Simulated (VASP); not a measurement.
Input of a VASP 6.6.1 run:

The input POSCAR:

```
Pb
1.0
   -2.0032900100      2.0032900100      2.0032900100
    2.0032900100     -2.0032900100      2.0032900100
    2.0032900100      2.0032900100     -2.0032900100
Pb
1
Direct
    0.0000000000      0.0000000000      0.0000000000
```

The input INCAR.step1:

```
SYSTEM = Pb
PREC = Accurate ; ENCUT = 520
EDIFF = 1E-5 ; ISMEAR = -1
SIGMA = 0.05 ; LREAL = .False.
LASPH = .True. ; NELM = 60
ALGO = Normal ; ISIF = 2
LWAVE = .True. ; LCHARG = .False.
GGA = PE ; NBANDS = 13
```

INCAR.step2

```
SYSTEM = Pb
PREC = Accurate ; ENCUT = 520
EDIFF = 1E-7 ; ISMEAR = -1
SIGMA = 0.05 ; LREAL = .False.
LASPH = .True. ; NELM = 60
ALGO = Normal ; ISIF = 2
LWAVE = .False. ; LCHARG = .False.
GGA = PE ; LHFCALC = .True.
HFSCREEN = 0.2079 ; PRECFOCK = Normal
ISTART = 1 ; NBANDS = 13
```

KPOINTS

```
regular mesh
0
Gamma
  5 5 5
  0 0 0
```

Potentials or basis: VASP PAW PBE potentials, release 64 (Pb_d).

The run is started by

```bash
$ cat potpaw_PBE.64/Pb_d/POTCAR > POTCAR
$ cp INCAR.step1 INCAR
$ mpirun -np 1 vasp_std > vasp.out
$ cp INCAR.step2 INCAR
$ mpirun -np 1 vasp_std > vasp.out
```

Question: Estimate the pressure.

Answer: 0.0 GPa.

Question: Predict the band gap on the k mesh.

Answer: Zero (band 7 reaches 14.48 eV, above the bottom of band 8 at 4.85 eV).

Caveat: the k points lie up to 0.44 Å⁻¹ apart; the PAW data sets were made with another functional, which shifts forces and pressure a little; spin-orbit coupling is left out, which moves the levels of the heavy elements.
